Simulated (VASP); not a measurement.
# MgTl2Se2 (P4/mmm) in VASP: a series of runs, part 2 of 2

VASP 6.6.1. Earlier steps stand in the parts before.

## (3) Single point, PBE

This run uses another cell than the first one, of 32.33 Å³/atom.

Contents of INCAR:

```
SYSTEM = MgTl2Se2
PREC = Accurate ; ENCUT = 520
EDIFF = 1E-6 ; ISMEAR = 0
SIGMA = 0.1 ; LREAL = .False.
LASPH = .True. ; NELM = 100
ALGO = Normal ; ISIF = 2
LWAVE = .False. ; LCHARG = .True.
GGA = PE ; LELF = .True.
LVHAR = .True. ; NBANDS = 28
```

Contents of KPOINTS:

```
regular mesh
0
Gamma
  4 4 4
  0 0 0
```

Contents of POSCAR:

```
MgTl2Se2
1.0
    5.8820892738      0.0000000000      0.0000000000
    0.0000000000      5.8820892738      0.0000000000
    0.0000000000      0.0000000000      4.6722799244
Mg Tl Se
1 2 2
Direct
    0.0000000000      0.0000000000      0.5000000000
    0.0000000000      0.5000000000      0.5000000000
    0.5000000000      0.0000000000      0.5000000000
    0.0000000000      0.0000000000      0.0000000000
    0.5000000000      0.5000000000      0.0000000000
```

Potentials or basis: VASP PAW PBE potentials, release 64 (Mg, Tl_d, Se).

The run is started by

```sh
cat potpaw_PBE.64/Mg/POTCAR potpaw_PBE.64/Tl_d/POTCAR potpaw_PBE.64/Se/POTCAR > POTCAR
mpirun -np 1 vasp_std > vasp.out
```

OUTCAR:

```text
SYSTEM = MgTl2Se2
   PREC = Accurate
   ENCUT = 520
   EDIFF = 1E-6
   ISMEAR = 0
   LREAL = .False.
   LASPH = .True.
   NELM = 100
   ISIF = 2
   GGA = PE

 ion  position               nearest neighbor table
   1  0.000  0.000  0.500-   4 2.34   4 2.34   2 2.94   3 2.94   2 2.94   3 2.94
   2  0.000  0.500  0.500-   1 2.94   1 2.94
   3  0.500  0.000  0.500-   1 2.94   1 2.94
   4  0.000  0.000  0.000-   1 2.34   1 2.34
   5  0.500  0.500  0.000-

  LATTYP: Found a simple tetragonal cell.
 ALAT       =     5.8820892738
 C/A-ratio  =     0.7943231915

  Lattice vectors:

 A1 = (   5.8820892738,   0.0000000000,   0.0000000000)
 A2 = (   0.0000000000,   5.8820892738,   0.0000000000)
 A3 = (   0.0000000000,   0.0000000000,   4.6722799244)

Analysis of symmetry for initial positions (statically):
=====================================================================
 Subroutine PRICEL returns:
 Original cell was already a primitive cell.

 Routine SETGRP: Setting up the symmetry group for a
 simple tetragonal supercell.

 Subroutine GETGRP returns: Found 16 space group operations
 (whereof 16 operations were pure point group operations)
 out of a pool of 16 trial point group operations.

The static configuration has the point symmetry D_4h.

Analysis of symmetry for dynamics (positions and initial velocities):
=====================================================================
 Subroutine PRICEL returns:
 Original cell was already a primitive cell.

 Routine SETGRP: Setting up the symmetry group for a
 simple tetragonal supercell.

 Subroutine GETGRP returns: Found 16 space group operations
 (whereof 16 operations were pure point group operations)
 out of a pool of 16 trial point group operations.

The dynamic configuration has the point symmetry D_4h.

 Subroutine INISYM returns: Found 16 space group operations
 (whereof 16 operations are pure point group operations),
 and found     1 'primitive' translations

[... 114 lines left out ...]
  volume/ion in A,a.u.               =      32.33       218.18
  Fermi-wavevector in a.u.,A,eV,Ry     =   1.027774  1.942211 14.372087  1.056319
  Thomas-Fermi vector in A             =   2.161736
   LORBIT       =      0    0 simple, 1 ext, 2 COOP (PROOUT), +10 PAW based schemes
   GGA     = PE    functional components
   LHFCALC =     F    Hartree Fock is set to
   AEXX    =    0.0000 exact exchange contribution
   IVDW    =     0    specifies the selected vdW correction
   LEPSILON=     F    determine dielectric tensor
   LRPA    =     F    only Hartree local field effects (RPA)
 non-spin polarized calculation
 Gauss-broadening in eV      SIGMA  =   0.10
  energy-cutoff  :      520.00
  volume of cell :      161.66
 maximum number of plane-waves:      4392
 NGX is ok and might be reduce to    48
   NGX = 21   NGY = 21   NGZ = 17

 number of electron      39.9999988 magnetization

 Free energy of the ion-electron system (eV)
  ---------------------------------------------------
  ext. energy  EPLUGINS =         0.00000000
  ---------------------------------------------------
  free energy    TOTEN  =       -12.77753078 eV

  energy without entropy =      -12.74911371  energy(sigma->0) =      -12.76332225

 E-fermi :   2.3082     XC(G=0):  -8.5009

 val. band max:        2.2976877395   @ k =   0.5000   0.5000   0.2500
 cond. band min:       2.3226559200   @ k =   0.5000   0.5000   0.0000
 fundamental gap:      0.0249681805
 Fermi energy:         2.3082458460

 k-point     1 :       0.0000    0.0000    0.0000
  band No.  band energies     occupation
      1     -10.3999      2.00000
      2      -9.1711      2.00000
      3      -9.0872      2.00000
      4      -9.0657      2.00000
      5      -8.9747      2.00000
      6      -8.9747      2.00000
[... 547 lines left out ...]
     27       7.8995      0.00000
     28       7.9346      0.00000

------------------------ aborting loop because EDIFF is reached ----------------------------------------

  FORCE on cell =-STRESS in cart. coord.  units (eV):
  Direction    XX          YY          ZZ          XY          YZ          ZX
  --------------------------------------------------------------------------------------
  -------------------------------------------------------------------------------------
  Total        0.1323312      0.1323312      0.0143292      0.0000000      0.0000000      0.0000000
  in kB        1.3115375      1.3115375      0.1420173      0.0000000      0.0000000      0.0000000
  external PRESSURE =       0.9216974 kB  Pullay stress =       0.0000000 kB

 VOLUME and BASIS-vectors are now :
 -----------------------------------------------------------------------------
  energy-cutoff  :      520.00
  volume of cell :      161.66
      direct lattice vectors                 reciprocal lattice vectors
     5.882089274  0.000000000  0.000000000     0.170007620  0.000000000  0.000000000
     0.000000000  5.882089274  0.000000000     0.000000000  0.170007620  0.000000000
     0.000000000  0.000000000  4.672279924     0.000000000  0.000000000  0.214028272

 POSITION                                       TOTAL-FORCE (eV/Angst)
 -----------------------------------------------------------------------------------
      0.00000      0.00000      2.33614         0.000000      0.000000      0.000000
      0.00000      2.94104      2.33614         0.000000      0.000000      0.000000
      2.94104      0.00000      2.33614         0.000000      0.000000      0.000000
      0.00000      0.00000      0.00000         0.000000      0.000000      0.000000
      2.94104      2.94104      0.00000         0.000000      0.000000      0.000000
 -----------------------------------------------------------------------------------
    total drift:                                0.000000      0.000000     -0.000000

  FREE ENERGIE OF THE ION-ELECTRON SYSTEM (eV)
  ---------------------------------------------------
  free  energy   TOTEN  =       -12.7775307821 eV

  energy  without entropy=      -12.7491137085  energy(sigma->0) =      -12.76332225
```

stdout:

```text
POSCAR found type information on POSCAR MgTlSe
 POSCAR found :  3 types and       5 ions
 scaLAPACK will be used
 LDA part: xc-table for (Slater+PW92), standard interpolation
 POSCAR, INCAR and KPOINTS ok, starting setup
 FFT: planning ... GRIDC
 FFT: planning ... GRID_SOFT
 FFT: planning ... GRID
 WAVECAR not read
 entering main loop
```

Run time: 44 s. Hardware: 1 thread of Intel Xeon 6975P-C (Granite Rapids), shared host; peak memory 0.31 GiB.

Results:

```
Free energy            : -12.7775 eV
Pressure               : 0.1 GPa
Band gap on the k mesh : zero (bands 20 and 21 overlap by 0.33 eV)
```

Caveat: spin-orbit coupling is left out, which moves the levels of the heavy elements.
